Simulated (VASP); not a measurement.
Runs of VASP 6.6.1 on KI. The structure is that of space group I4/mmm (No. 139), or close to it. The cells are those of the table. 

```csv
cell,gap on the mesh (eV),pressure (GPa)
"a = 4.988, b = 4.988, c = 4.785 Å, angles 61.3, 61.3, 57.3°, 2 atoms",4.05,1.6
"a = 5.000, b = 5.000, c = 5.383 Å, angles 57.4, 57.4, 65.1°, 2 atoms",(b),(a)
"a = 4.894, b = 4.894, c = 4.586 Å, angles 62.1, 62.1, 55.9°, 2 atoms",4.18,3.9
"a = 5.000, b = 5.000, c = 4.586 Å, angles 62.7, 62.7, 54.6°, 2 atoms",4.05,3.4
"a = 5.093, b = 5.093, c = 4.785 Å, angles 62.0, 62.0, 56.0°, 2 atoms",3.95,1.3
"a = 5.188, b = 5.188, c = 4.984 Å, angles 61.3, 61.3, 57.4°, 2 atoms",3.80,0.0
"a = 4.789, b = 4.789, c = 4.586 Å, angles 61.4, 61.4, 57.2°, 2 atoms",4.33,4.5
"a = 5.188, b = 5.188, c = 5.383 Å, angles 58.7, 58.7, 62.5°, 2 atoms",3.65,-0.7
```

Alike in all rows: task single point; level PBE; potentials or basis VASP PAW PBE potentials, release 64 (K_sv, I); no spin polarisation; k mesh 6 × 6 × 6; cutoff (eV) 520; smearing gaussian 0.05 eV.

**Question.** Fill in the values left out.

**Answer.** (a) 0.8; (b) 3.77.

Caveats: spin-orbit coupling is left out, which moves the levels of the heavy elements.

A k mesh can miss the band edges, and the runs leave out spin-orbit coupling on I.
